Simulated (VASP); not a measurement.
# N in VASP: further runs

N is run at these levels: LDA; tasks: single point.

Everything below comes from runs of VASP 6.6.1. Logs are shortened: lines on timing, memory, paths and dates and some standing lists are left out, and cuts for length are marked.

**1. The cell of the first run**

The typed cell holds 4 atoms: a = 4.831 Å, b = 4.831 Å, c = 4.831 Å, α = 90.00°, β = 90.00°, γ = 90.00°.

**2. Single point, LDA, collinear spin, ferromagnetic start**

INCAR

```
SYSTEM = N
  PREC = Accurate
  ENCUT = 520
  EDIFF = 1E-7
  ISMEAR = 0
  SIGMA = 0.02
  LREAL = .False.
  LASPH = .True.
  NELM = 150
  ALGO = Normal
  ISIF = 2
  LWAVE = .False.
  LCHARG = .False.
  ISPIN = 2
  MAGMOM = 3.2 3.2 3.2 3.2
  LORBIT = 11
  NBANDS = 22
```

KPOINTS

```
regular mesh
0
Gamma
  4 4 4
  0 0 0
```

POSCAR

```
N
1.0
    4.8307753776      0.0000000000      0.0000000000
    0.0000000000      4.8307753776      0.0000000000
    0.0000000000      0.0000000000      4.8307753776
N
4
Direct
   -0.0000221095     -0.0000221095     -0.0000221095
    0.5000221095      1.0000221095      0.4999778905
    0.4999778905      0.5000221095      1.0000221095
    1.0000221095      0.4999778905      0.5000221095
```

Potentials or basis: VASP PAW LDA potentials, release 64 (N).

The run is started by

```sh
> cat potpaw_LDA.64/N/POTCAR > POTCAR
> mpirun -np 1 vasp_std > vasp.out
```

OUTCAR:

```text
SYSTEM = N
   PREC = Accurate
   ENCUT = 520
   EDIFF = 1E-7
   ISMEAR = 0
   LREAL = .False.
   LASPH = .True.
   NELM = 150
   ISIF = 2
   ISPIN = 2
   LORBIT = 11

 ion  position               nearest neighbor table
   1  1.000  1.000  1.000-
   2  0.500  0.000  0.500-
   3  0.500  0.500  0.000-
   4  0.000  0.500  0.500-

  LATTYP: Found a simple cubic cell.
 ALAT       =     4.8307753776

  Lattice vectors:

 A1 = (   4.8307753776,   0.0000000000,   0.0000000000)
 A2 = (   0.0000000000,   4.8307753776,   0.0000000000)
 A3 = (   0.0000000000,   0.0000000000,   4.8307753776)

Analysis of symmetry for initial positions (statically):
=====================================================================
 Subroutine PRICEL returns:
 Original cell was already a primitive cell.

 Routine SETGRP: Setting up the symmetry group for a
 simple cubic supercell.

 Subroutine GETGRP returns: Found 12 space group operations
 (whereof  3 operations were pure point group operations)
 out of a pool of 48 trial point group operations.

The static configuration has the point symmetry C_3 .
 The point group associated with its full space group is T   .

Analysis of symmetry for dynamics (positions and initial velocities):
=====================================================================
 Subroutine PRICEL returns:
 Original cell was already a primitive cell.

 Routine SETGRP: Setting up the symmetry group for a
 simple cubic supercell.

 Subroutine GETGRP returns: Found 12 space group operations
 (whereof  3 operations were pure point group operations)
 out of a pool of 48 trial point group operations.

The dynamic configuration has the point symmetry C_3 .
 The point group associated with its full space group is T   .

Analysis of structural, dynamic, and magnetic symmetry:
=====================================================================
 Subroutine PRICEL returns:
 Original cell was already a primitive cell.

 Routine SETGRP: Setting up the symmetry group for a
 simple cubic supercell.

 Subroutine GETGRP returns: Found 12 space group operations
 (whereof  3 operations were pure point group operations)
 out of a pool of 48 trial point group operations.

The overall configuration has the point symmetry C_3 .
 The point group associated with its full space group is T   .

 Subroutine INISYM returns: Found 12 space group operations
 (whereof  3 operations are pure point group operations),
 and found     1 'primitive' translations

----------------------------------------------------------------------------------------

                                     Primitive cell

  volume of cell :     112.7329

  direct lattice vectors                    reciprocal lattice vectors
     4.830775378  0.000000000  0.000000000     0.207006106  0.000000000  0.000000000
     0.000000000  4.830775378  0.000000000     0.000000000  0.207006106  0.000000000
     0.000000000  0.000000000  4.830775378     0.000000000  0.000000000  0.207006106

  length of vectors
     4.830775378  4.830775378  4.830775378     0.207006106  0.207006106  0.207006106

  position of ions in fractional coordinates (direct lattice)
     0.999977890  0.999977890  0.999977890
     0.500022110  0.000022110  0.499977890
     0.499977890  0.500022110  0.000022110
     0.000022110  0.499977890  0.500022110

  ion indices of the primitive-cell ions
   primitive index   ion index
                 1           1
                 2           2
                 3           3
                 4           4

----------------------------------------------------------------------------------------

 KPOINTS: regular mesh

Automatic generation of k-mesh.
 Grid dimensions read from file:
 generate k-points for:    4    4    4

 Generating k-lattice:

  Cartesian coordinates                     Fractional coordinates (reciprocal lattice)
     0.051751527  0.000000000  0.000000000     0.250000000  0.000000000  0.000000000
     0.000000000  0.051751527  0.000000000     0.000000000  0.250000000  0.000000000
     0.000000000  0.000000000  0.051751527     0.000000000  0.000000000  0.250000000

  Length of vectors
     0.051751527  0.051751527  0.051751527

  Shift w.r.t. Gamma in fractional coordinates (k-lattice)
     0.000000000  0.000000000  0.000000000

 Subroutine IBZKPT returns following result:
 ===========================================

 Found     11 irreducible k-points:

 Following reciprocal coordinates:
            Coordinates               Weight
  0.000000  0.000000  0.000000      1.000000
  0.250000  0.000000  0.000000      6.000000
  0.500000  0.000000  0.000000      3.000000
  0.250000  0.250000  0.000000     12.000000
  0.500000  0.250000  0.000000      6.000000
 -0.250000  0.500000  0.000000      6.000000
  0.500000  0.500000  0.000000      3.000000
  0.250000  0.250000  0.250000      8.000000
  0.500000  0.250000  0.250000     12.000000
  0.500000  0.500000  0.250000      6.000000
  0.500000  0.500000  0.500000      1.000000
   k-points           NKPTS =     11   k-points in BZ     NKDIM =     11   number of bands    NBANDS=     22
   number of dos      NEDOS =    301   number of ions     NIONS =      4
   total plane-waves  NPLWV =  46656
   dimension x,y,z NGX =    36 NGY =   36 NGZ =   36
   dimension x,y,z NGXF=    72 NGYF=   72 NGZF=   72
   ions per type =               4
   NGX,Y,Z   is equivalent  to a cutoff of  12.39, 12.39, 12.39 a.u.
   NGXF,Y,Z  is equivalent  to a cutoff of  24.78, 24.78, 24.78 a.u.
 SYSTEM =  N
   PREC   = accura    normal or accurate (medium, high low for compatibility)
   ISTART =      0    job   : 0-new  1-cont  2-samecut
   ICHARG =      2    charge: 1-file 2-atom 10-const
   ISPIN  =      2    spin polarized calculation?
   LNONCOLLINEAR =      F non collinear calculations
   LSORBIT =      F    spin-orbit coupling
   LASPH  =      T    aspherical Exc in radial PAW
   ENCUT  =  520.0 eV  38.22 Ry    6.18 a.u.   8.98  8.98  8.98*2*pi/ulx,y,z
   NELM   =    150;   NELMIN=  2; NELMDL= -5     # of ELM steps
   EDIFF  = 0.1E-06   stopping-criterion for ELM
   LREAL  =      F    real-space projection
   EDIFFG = 0.1E-05   stopping-criterion for IOM
   NSW    =      0    number of steps for IOM
   IBRION =     -1    ionic relax: 0-MD 1-quasi-New 2-CG
   NFREE  =      0    steps in history (QN), initial steepest desc. (CG)
   ISIF   =      2    stress and relaxation
   ISYM   =      2    0-nonsym 1-usesym 2-fastsym
   POTIM  = 0.5000    time-step for ionic-motion
   TEBEG  =    0.0;   TEEND  =   0.0 temperature during run
   PSTRESS=    0.0 pullay stress
   NELECT =      20.0000    total number of electrons
   NUPDOWN=      -1.0000    fix difference up-down
   EMIN   =  10.00;   EMAX   =-10.00  energy-range for DOS
   EFERMI =   0.00;   METHOD = LEGACY
   ISMEAR =     0;   SIGMA  =   0.02  broadening in eV -4-tet -1-fermi 0-gaus
   EFERMI_NEDOS =   21; number of points for ismear=-14 and -15
   IALGO  =     38    algorithm
   IMIX   =      4    mixing-type and parameters
     AMIX     =   0.40;   BMIX     =  1.00
     AMIX_MAG =   1.60;   BMIX_MAG =  1.00
  volume/ion in A,a.u.               =      28.18       190.19
  Fermi-wavevector in a.u.,A,eV,Ry     =   0.919887  1.738335 11.513151  0.846193
  Thomas-Fermi vector in A             =   2.045131
   LORBIT       =     11    0 simple, 1 ext, 2 COOP (PROOUT), +10 PAW based schemes
   GGA     = CA    functional components
   LHFCALC =     F    Hartree Fock is set to
   AEXX    =    0.0000 exact exchange contribution
   IVDW    =     0    specifies the selected vdW correction
   LEPSILON=     F    determine dielectric tensor
   LRPA    =     F    only Hartree local field effects (RPA)
 spin polarized calculation
 Gauss-broadening in eV      SIGMA  =   0.02
  energy-cutoff  :      520.00
  volume of cell :      112.73
 maximum number of plane-waves:      3060
   NGX = 17   NGY = 17   NGZ = 17

 number of electron      20.0000007 magnetization      12.0000017

 Free energy of the ion-electron system (eV)
  ---------------------------------------------------
  ext. energy  EPLUGINS =         0.00000000
  ---------------------------------------------------
  free energy    TOTEN  =       -11.82796454 eV

  energy without entropy =      -11.82796454  energy(sigma->0) =      -11.82796454

 E-fermi :  -4.6075     XC(G=0):  -6.7368

 val. band max:       -4.7112427494   @ k =   0.0000   0.0000   0.0000
 cond. band min:      -3.1271648198   @ k =   0.5000   0.5000   0.5000
 fundamental gap:      1.5840779295
 Fermi energy:        -4.6074567554

 spin component 1

 k-point     1 :       0.0000    0.0000    0.0000
  band No.  band energies     occupation
      1     -17.1688      1.00000
      2     -16.4762      1.00000
      3     -16.4762      1.00000
      4     -16.4762      1.00000
      5      -6.3094      1.00000
      6      -6.3094      1.00000
[... 248 lines left out ...]
      5      -6.5216      1.00000
      6      -6.5216      1.00000
[... 14 lines left out ...]
     21       6.9714      0.00000
     22       6.9714      0.00000
 Fermi energy:        -4.6074567554

 spin component 2

 k-point     1 :       0.0000    0.0000    0.0000
  band No.  band energies     occupation
      1     -13.2095      1.00000
      2     -12.2121      1.00000
      3     -12.2121      1.00000
      4     -12.2121      1.00000
      5      -2.7678      0.00000
      6      -2.7678      0.00000
[... 249 lines left out ...]
      6      -3.1272      0.00000
[... 14 lines left out ...]
     21       9.3921      0.00000
     22       9.3921      0.00000

------------------------ aborting loop because EDIFF is reached ----------------------------------------

  FORCE on cell =-STRESS in cart. coord.  units (eV):
  Direction    XX          YY          ZZ          XY          YZ          ZX
  --------------------------------------------------------------------------------------
  -------------------------------------------------------------------------------------
  Total       -0.0631848     -0.0631848     -0.0631848      0.0000000      0.0000000      0.0000000
  in kB       -0.8979920     -0.8979920     -0.8979920      0.0000000      0.0000000      0.0000000
  external PRESSURE =      -0.8979920 kB  Pullay stress =       0.0000000 kB

 VOLUME and BASIS-vectors are now :
 -----------------------------------------------------------------------------
  energy-cutoff  :      520.00
  volume of cell :      112.73
      direct lattice vectors                 reciprocal lattice vectors
     4.830775378  0.000000000  0.000000000     0.207006106  0.000000000  0.000000000
     0.000000000  4.830775378  0.000000000     0.000000000  0.207006106  0.000000000
     0.000000000  0.000000000  4.830775378     0.000000000  0.000000000  0.207006106

 POSITION                                       TOTAL-FORCE (eV/Angst)
 -----------------------------------------------------------------------------------
      4.83067      4.83067      4.83067         0.000028      0.000028      0.000028
      2.41549      0.00011      2.41528        -0.000028     -0.000028      0.000028
      2.41528      2.41549      0.00011         0.000028     -0.000028     -0.000028
      0.00011      2.41528      2.41549        -0.000028      0.000028     -0.000028
 -----------------------------------------------------------------------------------
    total drift:                                0.000000      0.000000      0.000000

  FREE ENERGIE OF THE ION-ELECTRON SYSTEM (eV)
  ---------------------------------------------------
  free  energy   TOTEN  =       -11.8279645407 eV

  energy  without entropy=      -11.8279645407  energy(sigma->0) =      -11.82796454

 total charge

# of ion       s       p       d       tot
------------------------------------------
    1        1.351   1.891   0.000   3.242
    2        1.351   1.891   0.000   3.242
    3        1.351   1.891   0.000   3.242
    4        1.351   1.891   0.000   3.242
--------------------------------------------------
tot          5.405   7.562   0.000  12.967

 magnetization (x)

# of ion       s       p       d       tot
------------------------------------------
    1        0.039   1.890   0.000   1.929
    2        0.039   1.890   0.000   1.929
    3        0.039   1.890   0.000   1.929
    4        0.039   1.890   0.000   1.929
--------------------------------------------------
tot          0.158   7.560   0.000   7.718
```

Run time: 40 s. Hardware: 1 thread of AMD EPYC 7R13 (Zen 3), shared host; peak memory 0.16 GiB.

What came out:

* Free energy: -11.8280 eV
* Pressure: -0.1 GPa
* Band gap on the k mesh: 1.58 eV
* Net moment: 12.00 μB per cell
* Site moments: N +1.93 μB
* Valence electrons inside the program's atomic spheres: N 3.24

Levels at points of the mesh, in eV from the valence-band top:
Spin up:
| k point | band 14 | band 15 | band 16 | band 17 | band 18 | band 19 |
| --- | --- | --- | --- | --- | --- | --- |
| (0.00, 0.00, 0.00) | 0.00 | 0.00 | 0.00 | 7.19 | 10.74 | 10.74 |
| (0.50, 0.00, 0.00) | -0.27 | -0.27 | -0.27 | 9.03 | 9.03 | 11.64 |
| (0.50, 0.50, 0.00) | -0.18 | -0.18 | -0.18 | 10.41 | 10.41 | 10.41 |
| (0.50, 0.50, 0.50) | -0.17 | -0.17 | -0.17 | 11.09 | 11.09 | 11.09 |
Spin down:
```csv
k point,band 1,band 2,band 3,band 4,band 5,band 6,band 7,band 8
"(0.00, 0.00, 0.00)",-8.50,-7.50,-7.50,-7.50,1.94,1.94,1.94,3.55
"(0.50, 0.00, 0.00)",-8.03,-8.03,-7.49,-7.49,2.67,2.67,2.67,2.67
"(0.50, 0.50, 0.00)",-7.76,-7.76,-7.75,-7.75,2.30,2.30,2.30,2.30
"(0.50, 0.50, 0.50)",-7.73,-7.73,-7.73,-7.73,1.58,1.58,1.58,1.58
```

(Continued in part 2 of 2.)
